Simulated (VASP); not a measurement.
Runs of VASP 6.6.1 on BaErB4. The structure is that of space group P6/mmm (No. 191), or close to it. The cells are those of the table. The cell was built from a structure type or drawn by symmetry, and may not be a known phase.

```csv
task,cell,k mesh,smearing,gap on the mesh (eV),pressure (GPa),relaxed volume (Å³/atom),largest force (eV/Å)
single point,"a = 3.274, b = 3.274, c = 8.680 Å, angles 90.0, 90.0, 120.0°, 6 atoms",4 × 4 × 4,gaussian 0.1 eV,none,(a),-,0.04
single point,"a = 3.274, b = 3.274, c = 8.689 Å, angles 90.0, 90.0, 120.0°, 6 atoms",12 × 12 × 6,gaussian 0.1 eV,none,1.6,-,0.04
relaxation of cell and atoms,"relaxed from a = 3.274, b = 3.274, c = 8.680 Å, angles 90.0, 90.0, 120.0°, 6 atoms",6 × 6 × 2,gaussian 0.1 eV,none,-0.1,13.49,0.03
single point,"a = 3.259, b = 3.259, c = 8.674 Å, angles 90.0, 90.0, 120.0°, 6 atoms",6 × 6 × 2,gaussian 0.1 eV,none,1.7,-,0.04
single point,"a = 3.274, b = 3.274, c = 8.689 Å, angles 90.0, 90.0, 120.0°, 6 atoms",12 × 12 × 6,methfessel-paxton 0.1 eV,none,1.6,-,0.04
relaxation of cell and atoms,"relaxed from a = 3.259, b = 3.259, c = 8.674 Å, angles 90.0, 90.0, 120.0°, 6 atoms",12 × 12 × 6,gaussian 0.1 eV,none,0.0,13.62,0.01
```

Alike in all rows: level PBE; potentials or basis VASP PAW PBE potentials, release 64 (Ba_sv, Er_3, B), 4f in core; no spin polarisation; cutoff (eV) 500.

Task: Estimate the missing entries.

Result: (a) 1.9.

Caveats: some runs use coarse meshes; spin-orbit coupling is left out, which moves the levels of the heavy elements; the 4f electrons are frozen in the core, so they carry no moment and show no levels.

A k mesh can miss the band edges, and the runs leave out spin-orbit coupling on Ba, Er.

A gap of «none» marks levels without a gap at the run's occupations.
